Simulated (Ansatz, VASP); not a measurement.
## MgO in VASP and in Ansatz

POSCAR

```
MgO
1.0
    0.0000000000      2.1250000000      2.1250000000
    2.1250000000      0.0000000000      2.1250000000
    2.1250000000      2.1250000000      0.0000000000
Mg O
1 1
Direct
    0.0000000000      0.0000000000      0.0000000000
    0.5000000000      0.5000000000      0.5000000000
```

INCAR.step1

```
PREC     = Accurate       # precision mode
ENCUT    = 520            # plane-wave cutoff, eV
EDIFF    = 1E-5           # SCF threshold, eV
ISMEAR   = -1             # smearing method
SIGMA    = 0.02           # smearing width, eV
LREAL    = F              # projectors in reciprocal space
LASPH    = T              # aspherical terms in the spheres
NELM     = 60             # most SCF steps
ALGO     = Normal         # electronic algorithm
ISIF     = 2              # what is computed and relaxed
LWAVE    = T              # write WAVECAR
LCHARG   = F              # write CHGCAR
GGA      = PE             # functional
NBANDS   = 11             # bands
```

The input INCAR.step2:

```
PREC     = Accurate       # precision mode
ENCUT    = 520            # plane-wave cutoff, eV
EDIFF    = 1E-6           # SCF threshold, eV
ISMEAR   = -1             # smearing method
SIGMA    = 0.02           # smearing width, eV
LREAL    = F              # projectors in reciprocal space
LASPH    = T              # aspherical terms in the spheres
NELM     = 60             # most SCF steps
ALGO     = Normal         # electronic algorithm
ISIF     = 2              # what is computed and relaxed
LWAVE    = F              # write WAVECAR
LCHARG   = F              # write CHGCAR
GGA      = PE             # functional
LHFCALC  = T              # exact exchange
HFSCREEN = 0.2079         # screening, 1/A
PRECFOCK = Normal       
ISTART   = 1            
NBANDS   = 11             # bands
```

KPOINTS

```
Automatic mesh
0
Gamma
  6 6 6
```

Input for Ansatz:

```yaml
crystal:
  lattice:
    - [0, 2.125, 2.125]
    - [2.125, 0, 2.125]
    - [2.125, 2.125, 0]
  atoms:
    - { symbol: Mg, position: [0, 0, 0] }
    - { symbol: O, position: [0.5, 0.5, 0.5] }
kpoints:
  mp_grid: { grid: [6, 6, 6] }
hamiltonian:
  xc: hse06
  pseudopotentials: { kind: paw, source: ansatz }
scf:
  occupations: { method: fermi_dirac, width: 0.02 }
  convergence: { dr2_threshold: "1e-10 eV" }
  exx: { energy_threshold: "2e-8 eV", singularity: regularized }
output:
  forces: true
  stress: true
  eigenvalues: true
```

Alike in both runs: task single point; functional HSE06; k mesh 6 × 6 × 6; occupations fermi-dirac, width 0.02 eV; no spin polarisation.

```csv
,VASP,Ansatz
version,VASP 6.6.1,Ansatz 0.2.0 development build
potentials or method,"VASP PAW PBE potentials, release 64 (Mg, O)",plane waves
plane-wave cutoff (eV),520,930
valence electrons in the cell,8,16
```

```csv
,VASP,Ansatz,Ansatz less VASP
gap on the k mesh at the Fermi level (eV),6.16,6.20,+0.040
```

VASP's potentials hold 8 valence electrons a cell and Ansatz's 16, so a difference there can come from the potentials and not from the codes.

The k mesh is coarse, so the values compare programs but aren't converged.
